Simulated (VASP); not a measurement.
Input of a VASP 6.6.1 run:

INCAR

```
ALGO = Normal
EDIFF = 1E-6
ENCUT = 520
GGA = PS
ISIF = 2
ISMEAR = -1
LASPH = T
LCHARG = F
LREAL = F
LWAVE = F
NBANDS = 20
NELM = 60
PREC = Accurate
SIGMA = 0.05
```

File KPOINTS:

```
k-points
0
Gamma
  10 10 10
```

POSCAR

```
MoS2
1.0
    1.6165961300      0.9333422108      6.2349290104
   -1.6165961300      0.9333422108      6.2349290104
    0.0000000000     -1.8666844216      6.2349290104
Mo S
1 2
Direct
    0.0000000000      0.0000000000      0.0000000000
    0.2500000000      0.2500000000      0.2500000000
    0.7500000000      0.7500000000      0.7500000000
```

Potentials or basis: VASP PAW PBE potentials, release 64 (Mo_sv, S).

The run is started by

```sh
$ cat potpaw_PBE.64/Mo_sv/POTCAR potpaw_PBE.64/S/POTCAR > POTCAR
$ mpirun -np 1 vasp_std > vasp.out
```

Question: Estimate the pressure.

Answer: -5.2 GPa.

Question: Estimate the band gap on the k mesh.

Answer: Zero (band 13 reaches 7.22 eV, above the bottom of band 14 at 6.57 eV).

Question: What does it give for the largest force?

Answer: 0.200 eV/Å.

Stress tensor (GPa, compression positive):
```
-6.50  0.00  0.00
 0.00 -6.50  0.00
 0.00  0.00 -2.71
```

Caveat: the PAW data sets were made with another functional, which shifts forces and pressure a little.
